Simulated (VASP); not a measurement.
The system is SrO.

```
Sr O
1.0
     4.27003    0.00000    0.00000
    -2.13501    3.69795    0.00000
     0.00000    0.00000    5.14446
Sr O
2 2
Cartesian
  0.0000 2.4653 1.2861
  2.1350 1.2327 3.8583
  2.1350 1.2327 1.2861
  0.0000 2.4653 3.8583
```

Base run:

- Program: VASP 6.6.1
- Functional: PBE
- Potentials or basis: VASP PAW PBE potentials, release 64 (Sr_sv, O)
- Cutoff: 520 eV
- k mesh: 12 × 12 × 6
- Occupations: gaussian, width 0.01 eV
- Spin: no spin polarisation

Its results: band gap on the k mesh 2.64 eV, direct; pressure 1.7 GPa.

Q: The run is repeated on the same cell with these changes: functional from PBE to r2SCAN; k mesh from 12 × 12 × 6 to 6 × 6 × 4. What comes out?

A: Band gap on the k mesh 3.02 eV, direct; pressure 0.5 GPa.

Several settings changed at once, so the effect can't be laid on one alone.

Caveats: the PAW data sets were made with another functional, which shifts forces and pressure a little (some runs).

A k mesh can miss the band edges.
